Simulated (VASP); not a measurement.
Write the native input for VASP 6.6.1 that does the following.

```
Task                               : single point
Functional                         : HSE06
Potentials or basis                : VASP PAW PBE potentials, release 64 (Te, Sn_d)
Cutoff                             : 520 eV
k mesh                             : 4 × 4 × 4
Occupations                        : fermi-dirac, width 0.05 eV
Spin                               : no spin polarisation
Dipole correction                  : no
Grid for exact exchange (PRECFOCK) : Normal
Further INCAR settings             : ALGO = Normal; EDIFF = 1e-07; NBANDS = 17
Screening parameter                : 0.2079 1/Å
```

SnTe:

```
Te Sn
1.0
     3.87286    0.00000    0.00000
     0.00000    3.87286    0.00000
     0.00000    0.00000    3.87286
Te Sn
1 1
Cartesian
  1.9364 1.9364 1.9364
  0.0000 0.0000 0.0000
```

The input as run:

POSCAR

```
SnTe
1.0
    3.8728631542      0.0000000000      0.0000000000
    0.0000000000      3.8728631542      0.0000000000
    0.0000000000      0.0000000000      3.8728631542
Te Sn
1 1
Direct
    0.5000000000      0.5000000000      0.5000000000
    0.0000000000      0.0000000000      0.0000000000
```

INCAR.step1

```
ALGO = Normal
EDIFF = 1E-5
ENCUT = 520
GGA = PE
ISIF = 2
ISMEAR = -1
LASPH = T
LCHARG = F
LREAL = F
LWAVE = T
NBANDS = 17
NELM = 60
PREC = Accurate
SIGMA = 0.05
```

INCAR.step2

```
ALGO = Normal
EDIFF = 1E-7
ENCUT = 520
GGA = PE
HFSCREEN = 0.2079
ISIF = 2
ISMEAR = -1
ISTART = 1
LASPH = T
LCHARG = F
LHFCALC = T
LREAL = F
LWAVE = F
NBANDS = 17
NELM = 60
PREC = Accurate
PRECFOCK = Normal
SIGMA = 0.05
```

KPOINTS

```
k-points
0
Gamma
  4 4 4
```

Potentials or basis: VASP PAW PBE potentials, release 64 (Te, Sn_d).

The run is started by

```sh
$ cat potpaw_PBE.64/Te/POTCAR potpaw_PBE.64/Sn_d/POTCAR > POTCAR
$ cp INCAR.step1 INCAR
$ mpirun -np 1 vasp_std > vasp.out
$ cp INCAR.step2 INCAR
$ mpirun -np 1 vasp_std > vasp.out
```

Results of the run:

```yaml
Pressure: -0.1 GPa
Band_gap_on_the_k_mesh: zero (band 10 reaches 7.48 eV, above the bottom of band 11 at 5.80 eV)
```

Caveat: the k points lie up to 0.41 Å⁻¹ apart; the PAW data sets were made with another functional, which shifts forces and pressure a little; spin-orbit coupling is left out, which moves the levels of the heavy elements.

Run time: 24 min on 1 thread of AMD EPYC 7R43 64-Core Processor (Zen 3), on a shared host, peak memory 0.25 GiB.
